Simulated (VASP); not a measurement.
Input of a VASP 6.6.1 run:

The input INCAR:

```
PREC = Accurate
ENCUT = 500
EDIFF = 1E-6
ISMEAR = 0
SIGMA = 0.05
LREAL = F
LASPH = T
NELM = 120
ALGO = Normal
ISIF = 2
LWAVE = F
LCHARG = T
GGA = PE
LELF = T
LVHAR = T
NBANDS = 12
GGA_COMPAT = F
```

Contents of KPOINTS:

```
regular mesh
0
Gamma
  6 6 6
```

The input POSCAR:

```
Y
1.0
    0.0000000000      2.5269565107      2.5269565107
    2.5269565107      0.0000000000      2.5269565107
    2.5269565107      2.5269565107      0.0000000000
Y
1
Direct
    0.0000000000      0.0000000000      0.0000000000
```

Potentials or basis: VASP PAW PBE potentials, release 64 (Y_sv).

The run is started by

```bash
$ cat potpaw_PBE.64/Y_sv/POTCAR > POTCAR
$ mpirun -np 1 vasp_std > vasp.out
```

What does it give for the pressure?

-0.1 GPa.

What does it give for the band gap on the k mesh?

Zero (an odd number of electrons rules out a gap without spin polarisation).
